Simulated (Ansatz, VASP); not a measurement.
## TeAs in VASP and in Ansatz

```xyz
2
Lattice="0.0000 2.9677 2.9677 2.9677 0.0000 2.9677 2.9677 2.9677 0.0000" Properties=species:S:1:pos:R:3 pbc="T T T"
Te    2.9677    2.9677    3.2177
As    0.0000    0.0000    0.0000
```

Change from the starting cell: all Te atoms moved -0.250 Å, as atom 1 towards its neighbour atom 2 (As) at 2.968 Å.

Alike in both runs: task single point; functional LDA; k mesh 14 × 14 × 14; occupations gaussian, width 0.15 eV; no spin polarisation.

|  | VASP | Ansatz |
| --- | --- | --- |
| version | VASP 6.6.1 | Ansatz 0.2.0 |
| potentials or method | VASP PAW LDA potentials, release 64 (Te, As), cutoff 520 eV | scalar-relativistic, plane waves, PAW |
| valence electrons in the cell | 11 | 31 |

|  | VASP | Ansatz | Ansatz less VASP |
| --- | --- | --- | --- |
| gap on the k mesh at the Fermi level (eV) | none | none | - |
| pressure (GPa) | -2.3 | -2.4 | -0.14 |
| traceless stress, the component that is largest in VASP (GPa) | 0.74 | 0.66 | -0.084 |
| rms of the force components (eV/Å) | 0.426 | 0.408 | -0.0182 |

LDA's correlation is that of Perdew and Zunger in VASP and of Perdew and Wang (1992) in Ansatz. Atom by atom the forces differ by 0.018 eV/Å (rms over components). A gap of «none» marks a metal or a gap that the smearing closes. VASP's potentials hold 11 valence electrons a cell and Ansatz's 31, so a difference there can come from the potentials and not from the codes.

Neither program's run includes spin-orbit coupling.
